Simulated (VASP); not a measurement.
# SiC (F-43m) in VASP: notebook

Aim: see how the results for SiC move with the level of theory and the settings. Levels: PBEsol, r2SCAN, LDA, PBE, HSE06. Tasks: single point.

Everything below comes from runs of VASP 6.6.1. Logs are shortened: lines on timing, memory, paths and dates and some standing lists are left out, and cuts for length are marked.

### 1 The cell of the first run

The structure is cubic, space group F-43m (No. 216). Conventional cell: a = 4.357 Å, b = 4.357 Å, c = 4.357 Å, α = 90.00°, β = 90.00°, γ = 90.00°. Si (site symmetry -43m) has 4 C at 1.89 Å within 2.5 Å. C (site symmetry -43m) has 4 Si at 1.89 Å within 2.5 Å.

### 2 Single point, PBEsol

File INCAR:

```
SYSTEM = SiC
PREC = Accurate
ENCUT = 520
EDIFF = 1E-6
ISMEAR = -1
SIGMA = 0.05
LREAL = .False.
LASPH = .True.
NELM = 100
ALGO = Normal
ISIF = 2
LWAVE = .False.
LCHARG = .False.
GGA = PS
NBANDS = 11
```

File KPOINTS:

```
regular mesh
0
Gamma
  9 9 9
  0 0 0
```

File POSCAR:

```
SiC
1.0
    0.0000000000      2.1784270000      2.1784270000
    2.1784270000      0.0000000000      2.1784270000
    2.1784270000      2.1784270000      0.0000000000
Si C
1 1
Direct
    0.0000000000      0.0000000000      0.0000000000
    0.2500000000      0.2500000000      0.2500000000
```

Potentials or basis: VASP PAW PBE potentials, release 64 (Si, C).

Started as:

```
> cat potpaw_PBE.64/Si/POTCAR potpaw_PBE.64/C/POTCAR > POTCAR
> mpirun -np 1 vasp_std > vasp.out
```

OUTCAR:

```text
SYSTEM = SiC
   PREC = Accurate
   ENCUT = 520
   EDIFF = 1E-6
   ISMEAR = -1
   LREAL = .False.
   LASPH = .True.
   NELM = 100
   ISIF = 2
   GGA = PS

 ion  position               nearest neighbor table
   1  0.000  0.000  0.000-   2 1.89   2 1.89   2 1.89   2 1.89
   2  0.250  0.250  0.250-   1 1.89   1 1.89   1 1.89   1 1.89

  LATTYP: Found a face centered cubic cell.
 ALAT       =     4.3568540000

  Lattice vectors:

 A1 = (   0.0000000000,   2.1784270000,   2.1784270000)
 A2 = (   2.1784270000,   0.0000000000,   2.1784270000)
 A3 = (   2.1784270000,   2.1784270000,   0.0000000000)

Analysis of symmetry for initial positions (statically):
=====================================================================
 Subroutine PRICEL returns:
 Original cell was already a primitive cell.

 Routine SETGRP: Setting up the symmetry group for a
 face centered cubic supercell.

 Subroutine GETGRP returns: Found 24 space group operations
 (whereof 24 operations were pure point group operations)
 out of a pool of 48 trial point group operations.

The static configuration has the point symmetry T_d .

Analysis of symmetry for dynamics (positions and initial velocities):
=====================================================================
 Subroutine PRICEL returns:
 Original cell was already a primitive cell.

 Routine SETGRP: Setting up the symmetry group for a
 face centered cubic supercell.

 Subroutine GETGRP returns: Found 24 space group operations
 (whereof 24 operations were pure point group operations)
 out of a pool of 48 trial point group operations.

The dynamic configuration has the point symmetry T_d .

 Subroutine INISYM returns: Found 24 space group operations
 (whereof 24 operations are pure point group operations),
 and found     1 'primitive' translations

----------------------------------------------------------------------------------------

                                     Primitive cell

  volume of cell :      20.6756

  direct lattice vectors                    reciprocal lattice vectors
     0.000000000  2.178427000  2.178427000    -0.229523413  0.229523413  0.229523413
     2.178427000  0.000000000  2.178427000     0.229523413 -0.229523413  0.229523413
     2.178427000  2.178427000  0.000000000     0.229523413  0.229523413 -0.229523413

  length of vectors
[... 87 lines left out ...]
   NFREE  =      0    steps in history (QN), initial steepest desc. (CG)
   ISIF   =      2    stress and relaxation
   ISYM   =      2    0-nonsym 1-usesym 2-fastsym
   POTIM  = 0.5000    time-step for ionic-motion
   TEBEG  =    0.0;   TEEND  =   0.0 temperature during run
   PSTRESS=    0.0 pullay stress
   NELECT =       8.0000    total number of electrons
   NUPDOWN=      -1.0000    fix difference up-down
   EMIN   =  10.00;   EMAX   =-10.00  energy-range for DOS
   EFERMI =   0.00;   METHOD = LEGACY
   ISMEAR =    -1;   SIGMA  =   0.05  broadening in eV -4-tet -1-fermi 0-gaus
   EFERMI_NEDOS =   21; number of points for ismear=-14 and -15
   IALGO  =     38    algorithm
   IMIX   =      4    mixing-type and parameters
     AMIX     =   0.40;   BMIX     =  1.00
     AMIX_MAG =   1.60;   BMIX_MAG =  1.00
  volume/ion in A,a.u.               =      10.34        69.76
  Fermi-wavevector in a.u.,A,eV,Ry     =   1.192940  2.254329 19.362520  1.423105
  Thomas-Fermi vector in A             =   2.328966
   LORBIT       =      0    0 simple, 1 ext, 2 COOP (PROOUT), +10 PAW based schemes
   GGA     = PS    functional components
   LHFCALC =     F    Hartree Fock is set to
   AEXX    =    0.0000 exact exchange contribution
   IVDW    =     0    specifies the selected vdW correction
   LEPSILON=     F    determine dielectric tensor
   LRPA    =     F    only Hartree local field effects (RPA)
 non-spin polarized calculation
  energy-cutoff  :      520.00
  volume of cell :       20.68
 maximum number of plane-waves:       568
   NGX = 11   NGY = 11   NGZ = 11

 number of electron       8.0000001 magnetization

 Free energy of the ion-electron system (eV)
  ---------------------------------------------------
  ext. energy  EPLUGINS =         0.00000000
  ---------------------------------------------------
  free energy    TOTEN  =       -15.91465473 eV

  energy without entropy =      -15.91465471  energy(sigma->0) =      -15.91465472

 E-fermi :   8.7505     XC(G=0): -11.5083

 val. band max:        8.0657699542   @ k =   0.0000   0.0000   0.0000
 cond. band min:       9.4445534001   @ k =   0.4444   0.4444   0.0000
 fundamental gap:      1.3787834459
 Fermi energy:         8.7505417823

 k-point     1 :       0.0000    0.0000    0.0000
  band No.  band energies     occupation
      1      -7.3648      2.00000
      2       8.0658      2.00000
      3       8.0658      2.00000
      4       8.0658      2.00000
      5      14.2621      0.00000
      6      15.3134      0.00000
      7      15.3134      0.00000
      8      15.3134      0.00000
      9      22.5264      0.00000
     10      22.5264      0.00000
     11      24.3401      0.00000
[... 309 lines left out ...]
 k-point    24 :       0.4444    0.4444    0.0000
  band No.  band energies     occupation
      1      -2.7697      2.00000
      2       0.7668      2.00000
      3       4.9204      2.00000
      4       4.9204      2.00000
      5       9.4446      0.00000
      6      12.3647      0.00000
      7      21.7665      0.00000
      8      21.7665      0.00000
      9      22.5363      0.00000
     10      27.6636      0.00000
     11      30.4767      0.00000

 [... further k-points ...]

------------------------ aborting loop because EDIFF is reached ----------------------------------------

  FORCE on cell =-STRESS in cart. coord.  units (eV):
  Direction    XX          YY          ZZ          XY          YZ          ZX
  --------------------------------------------------------------------------------------
  -------------------------------------------------------------------------------------
  Total        0.0453477      0.0453477      0.0453477      0.0000000      0.0000000     -0.0000000
  in kB        3.5140423      3.5140423      3.5140423      0.0000000      0.0000000     -0.0000000
  external PRESSURE =       3.5140423 kB  Pullay stress =       0.0000000 kB

 VOLUME and BASIS-vectors are now :
 -----------------------------------------------------------------------------
  energy-cutoff  :      520.00
  volume of cell :       20.68
      direct lattice vectors                 reciprocal lattice vectors
     0.000000000  2.178427000  2.178427000    -0.229523413  0.229523413  0.229523413
     2.178427000  0.000000000  2.178427000     0.229523413 -0.229523413  0.229523413
     2.178427000  2.178427000  0.000000000     0.229523413  0.229523413 -0.229523413

 POSITION                                       TOTAL-FORCE (eV/Angst)
 -----------------------------------------------------------------------------------
      0.00000      0.00000      0.00000         0.000000      0.000000      0.000000
      1.08921      1.08921      1.08921        -0.000000     -0.000000     -0.000000
 -----------------------------------------------------------------------------------
    total drift:                                0.000000      0.000000      0.000000

  FREE ENERGIE OF THE ION-ELECTRON SYSTEM (eV)
  ---------------------------------------------------
  free  energy   TOTEN  =       -15.9146547325 eV

  energy  without entropy=      -15.9146547090  energy(sigma->0) =      -15.91465472
```

stdout:

```text
POSCAR found type information on POSCAR SiC
 POSCAR found :  2 types and       2 ions
 scaLAPACK will be used
 -----------------------------------------------------------------------------
|                                                                             |
|                                                                             |
|     You enforced a specific xc type in the INCAR file but a different       |
|     I HOPE YOU KNOW WHAT YOU ARE DOING!                                     |
|                                                                             |
 -----------------------------------------------------------------------------

 LDA part: xc-table for (Slater+PW92), standard interpolation
 POSCAR, INCAR and KPOINTS ok, starting setup
 FFT: planning ... GRIDC
 FFT: planning ... GRID_SOFT
 FFT: planning ... GRID
 WAVECAR not read
 entering main loop
```

Wall time 8.2 s (1 thread of Intel Xeon 8259CL, shared host); peak memory 0.13 GiB.

Results:

| Item | Value |
| --- | --- |
| Free energy | -15.9147 eV |
| Pressure | 0.4 GPa |
| Band gap on the k mesh | 1.38 eV, indirect (least direct gap 4.52 eV) |

Caveat: the PAW data sets were made with another functional, which shifts forces and pressure a little. A k mesh can miss the band edges.

### 3 Single point, r2SCAN

POSCAR is that of step 2.

File INCAR.step1:

```
PREC = Accurate ; ENCUT = 520
ISMEAR = -1 ; SIGMA = 0.05
LREAL = False ; LASPH = True
NELM = 100 ; NBANDS = 11
GGA = PE ; ALGO = Normal
EDIFF = 1E-4 ; LWAVE = True
LCHARG = False
```

File INCAR.step2:

```
PREC = Accurate ; ENCUT = 520
EDIFF = 1E-6 ; ISMEAR = -1
SIGMA = 0.05 ; LREAL = False
LASPH = True ; NELM = 100
ALGO = Normal ; ISIF = 2
LWAVE = False ; LCHARG = False
METAGGA = R2SCAN ; LMIXTAU = True
NBANDS = 11 ; ISTART = 1
```

File KPOINTS:

```
Automatic mesh
0
Gamma
  9 9 9
```

Potentials or basis: VASP PAW PBE potentials, release 64 (Si, C).

Started as:

```
> cat potpaw_PBE.64/Si/POTCAR potpaw_PBE.64/C/POTCAR > POTCAR
> cp INCAR.step1 INCAR
> mpirun -np 1 vasp_std > vasp.out
> cp INCAR.step2 INCAR
> mpirun -np 1 vasp_std > vasp.out
```

OUTCAR:

```text
PREC = Accurate
   ENCUT = 520
   EDIFF = 1E-6
   ISMEAR = -1
   LREAL = False
   LASPH = True
   NELM = 100
   ISIF = 2
   METAGGA = R2SCAN
   ISTART = 1

 ion  position               nearest neighbor table
   1  0.000  0.000  0.000-   2 1.89   2 1.89   2 1.89   2 1.89
   2  0.250  0.250  0.250-   1 1.89   1 1.89   1 1.89   1 1.89

  LATTYP: Found a face centered cubic cell.
 ALAT       =     4.3568540000

  Lattice vectors:

 A1 = (   0.0000000000,   2.1784270000,   2.1784270000)
 A2 = (   2.1784270000,   0.0000000000,   2.1784270000)
 A3 = (   2.1784270000,   2.1784270000,   0.0000000000)

Analysis of symmetry for initial positions (statically):
=====================================================================
 Subroutine PRICEL returns:
 Original cell was already a primitive cell.

 Routine SETGRP: Setting up the symmetry group for a
 face centered cubic supercell.

 Subroutine GETGRP returns: Found 24 space group operations
 (whereof 24 operations were pure point group operations)
 out of a pool of 48 trial point group operations.

The static configuration has the point symmetry T_d .

Analysis of symmetry for dynamics (positions and initial velocities):
=====================================================================
 Subroutine PRICEL returns:
 Original cell was already a primitive cell.

 Routine SETGRP: Setting up the symmetry group for a
 face centered cubic supercell.

 Subroutine GETGRP returns: Found 24 space group operations
 (whereof 24 operations were pure point group operations)
 out of a pool of 48 trial point group operations.

The dynamic configuration has the point symmetry T_d .

 Subroutine INISYM returns: Found 24 space group operations
 (whereof 24 operations are pure point group operations),
 and found     1 'primitive' translations

----------------------------------------------------------------------------------------

                                     Primitive cell

  volume of cell :      20.6756

  direct lattice vectors                    reciprocal lattice vectors
     0.000000000  2.178427000  2.178427000    -0.229523413  0.229523413  0.229523413
     2.178427000  0.000000000  2.178427000     0.229523413 -0.229523413  0.229523413
     2.178427000  2.178427000  0.000000000     0.229523413  0.229523413 -0.229523413

  length of vectors
     3.080761008  3.080761008  3.080761008     0.397546213  0.397546213  0.397546213

  position of ions in fractional coordinates (direct lattice)
     0.000000000  0.000000000  0.000000000
     0.250000000  0.250000000  0.250000000

  ion indices of the primitive-cell ions
   primitive index   ion index
                 1           1
                 2           2

----------------------------------------------------------------------------------------

 KPOINTS: Automatic mesh

Automatic generation of k-mesh.
 Grid dimensions read from file:
 generate k-points for:    9    9    9

 Generating k-lattice:

  Cartesian coordinates                     Fractional coordinates (reciprocal lattice)
    -0.025502601  0.025502601  0.025502601     0.111111111  0.000000000  0.000000000
     0.025502601 -0.025502601  0.025502601     0.000000000  0.111111111  0.000000000
     0.025502601  0.025502601 -0.025502601     0.000000000  0.000000000  0.111111111

  Length of vectors
     0.044171801  0.044171801  0.044171801

  Shift w.r.t. Gamma in fractional coordinates (k-lattice)
     0.000000000  0.000000000  0.000000000

 Subroutine IBZKPT returns following result:
 ===========================================

 Found     35 irreducible k-points:

 Following reciprocal coordinates:
            Coordinates               Weight
  0.000000  0.000000  0.000000      1.000000
  0.111111  0.000000  0.000000      8.000000
  0.222222  0.000000  0.000000      8.000000
  0.333333  0.000000  0.000000      8.000000
  0.444444  0.000000  0.000000      8.000000
  0.111111  0.111111  0.000000      6.000000
[... 16 lines left out ...]
 -0.333333  0.333333  0.000000     12.000000
  0.444444  0.444444  0.000000      6.000000
 [... further k-points ...]
   k-points           NKPTS =     35   k-points in BZ     NKDIM =     35   number of bands    NBANDS=     11
   number of dos      NEDOS =    301   number of ions     NIONS =      2
   total plane-waves  NPLWV =  13824
   dimension x,y,z NGX =    24 NGY =   24 NGZ =   24
   dimension x,y,z NGXF=    48 NGYF=   48 NGZF=   48
   ions per type =               1   1
   NGX,Y,Z   is equivalent  to a cutoff of  12.95, 12.95, 12.95 a.u.
   NGXF,Y,Z  is equivalent  to a cutoff of  25.90, 25.90, 25.90 a.u.
 SYSTEM =  unknown system
   PREC   = accura    normal or accurate (medium, high low for compatibility)
   ISTART =      1    job   : 0-new  1-cont  2-samecut
   ICHARG =      0    charge: 1-file 2-atom 10-const
   ISPIN  =      1    spin polarized calculation?
   LNONCOLLINEAR =      F non collinear calculations
   LSORBIT =      F    spin-orbit coupling
   LASPH  =      T    aspherical Exc in radial PAW
   ENCUT  =  520.0 eV  38.22 Ry    6.18 a.u.   5.73  5.73  5.73*2*pi/ulx,y,z
   NELM   =    100;   NELMIN=  2; NELMDL=  0     # of ELM steps
   EDIFF  = 0.1E-05   stopping-criterion for ELM
   LREAL  =      F    real-space projection
   EDIFFG = 0.1E-04   stopping-criterion for IOM
   NSW    =      0    number of steps for IOM
   IBRION =     -1    ionic relax: 0-MD 1-quasi-New 2-CG
   NFREE  =      0    steps in history (QN), initial steepest desc. (CG)
   ISIF   =      2    stress and relaxation
   ISYM   =      2    0-nonsym 1-usesym 2-fastsym
   POTIM  = 0.5000    time-step for ionic-motion
   TEBEG  =    0.0;   TEEND  =   0.0 temperature during run
   PSTRESS=    0.0 pullay stress
   NELECT =       8.0000    total number of electrons
   NUPDOWN=      -1.0000    fix difference up-down
   EMIN   =  10.00;   EMAX   =-10.00  energy-range for DOS
   EFERMI =   0.00;   METHOD = LEGACY
   ISMEAR =    -1;   SIGMA  =   0.05  broadening in eV -4-tet -1-fermi 0-gaus
   EFERMI_NEDOS =   21; number of points for ismear=-14 and -15
   IALGO  =     38    algorithm
   IMIX   =      4    mixing-type and parameters
     AMIX     =   0.40;   BMIX     =  1.00
     AMIX_MAG =   1.60;   BMIX_MAG =  1.00
  volume/ion in A,a.u.               =      10.34        69.76
  Fermi-wavevector in a.u.,A,eV,Ry     =   1.192940  2.254329 19.362520  1.423105
  Thomas-Fermi vector in A             =   2.328966
   LORBIT       =      0    0 simple, 1 ext, 2 COOP (PROOUT), +10 PAW based schemes
   METAGGA = R2SCAN    functional components
   LHFCALC =     F    Hartree Fock is set to
   AEXX    =    0.0000 exact exchange contribution
   IVDW    =     0    specifies the selected vdW correction
   LEPSILON=     F    determine dielectric tensor
   LRPA    =     F    only Hartree local field effects (RPA)
 non-spin polarized calculation
  energy-cutoff  :      520.00
  volume of cell :       20.68
 maximum number of plane-waves:       568
   NGX = 11   NGY = 11   NGZ = 11

 number of electron       8.0000001 magnetization

 Free energy of the ion-electron system (eV)
  ---------------------------------------------------
  ext. energy  EPLUGINS =         0.00000000
  ---------------------------------------------------
  free energy    TOTEN  =       -19.32672787 eV

  energy without entropy =      -19.32672787  energy(sigma->0) =      -19.32672787

 E-fermi :   8.9041     XC(G=0): -11.9378

 val. band max:        7.9913325697   @ k =   0.0000   0.0000   0.0000
 cond. band min:       9.8683037005   @ k =   0.4444   0.4444   0.0000
 fundamental gap:      1.8769711308
 Fermi energy:         8.9040957444

 k-point     1 :       0.0000    0.0000    0.0000
  band No.  band energies     occupation
      1      -8.1946      2.00000
      2       7.9913      2.00000
      3       7.9913      2.00000
      4       7.9913      2.00000
      5      14.8353      0.00000
      6      15.8459      0.00000
      7      15.8459      0.00000
      8      15.8459      0.00000
      9      23.2045      0.00000
     10      23.2045      0.00000
     11      25.7679      0.00000
[... 309 lines left out ...]
 k-point    24 :       0.4444    0.4444    0.0000
  band No.  band energies     occupation
      1      -3.5419      2.00000
      2       0.4407      2.00000
      3       4.7252      2.00000
      4       4.7252      2.00000
      5       9.8683      0.00000
      6      12.9156      0.00000
      7      22.8349      0.00000
      8      22.8349      0.00000
      9      23.7408      0.00000
     10      28.7566      0.00000
     11      31.5433      0.00000

 [... further k-points ...]
[... 5 lines left out ...]
  --------------------------------------------------------------------------------------
  -------------------------------------------------------------------------------------
  Total       -0.0324532     -0.0324532     -0.0324532      0.0000000      0.0000000      0.0000000
  in kB       -2.5148328     -2.5148328     -2.5148328      0.0000000      0.0000000      0.0000000
  external PRESSURE =      -2.5148328 kB  Pullay stress =       0.0000000 kB

 VOLUME and BASIS-vectors are now :
 -----------------------------------------------------------------------------
  energy-cutoff  :      520.00
  volume of cell :       20.68
      direct lattice vectors                 reciprocal lattice vectors
     0.000000000  2.178427000  2.178427000    -0.229523413  0.229523413  0.229523413
     2.178427000  0.000000000  2.178427000     0.229523413 -0.229523413  0.229523413
     2.178427000  2.178427000  0.000000000     0.229523413  0.229523413 -0.229523413

 POSITION                                       TOTAL-FORCE (eV/Angst)
 -----------------------------------------------------------------------------------
      0.00000      0.00000      0.00000        -0.000000     -0.000000     -0.000000
      1.08921      1.08921      1.08921         0.000000      0.000000      0.000000
 -----------------------------------------------------------------------------------
    total drift:                               -0.000001     -0.000001     -0.000001

  FREE ENERGIE OF THE ION-ELECTRON SYSTEM (eV)
  ---------------------------------------------------
  free  energy   TOTEN  =       -19.3267278660 eV

  energy  without entropy=      -19.3267278658  energy(sigma->0) =      -19.32672787
```

Wall time 31 s (1 thread of Intel Xeon 8259CL, shared host); peak memory 0.14 GiB.

What came out:

```yaml
Free_energy: -19.3267 eV
Pressure: -0.3 GPa
Band_gap_on_the_k_mesh: 1.88 eV, indirect (least direct gap 5.14 eV)
```

Levels at points of the mesh, in eV from the valence-band top:
```csv
k point,band 2,band 3,band 4,band 5,band 6,band 7
"(0.00, 0.00, 0.00)",0.00,0.00,0.00,6.84,7.85,7.85
```

Caveat: the PAW data sets were made with another functional, which shifts forces and pressure a little. A k mesh can miss the band edges.

(Part 1 of 2 ends here.)
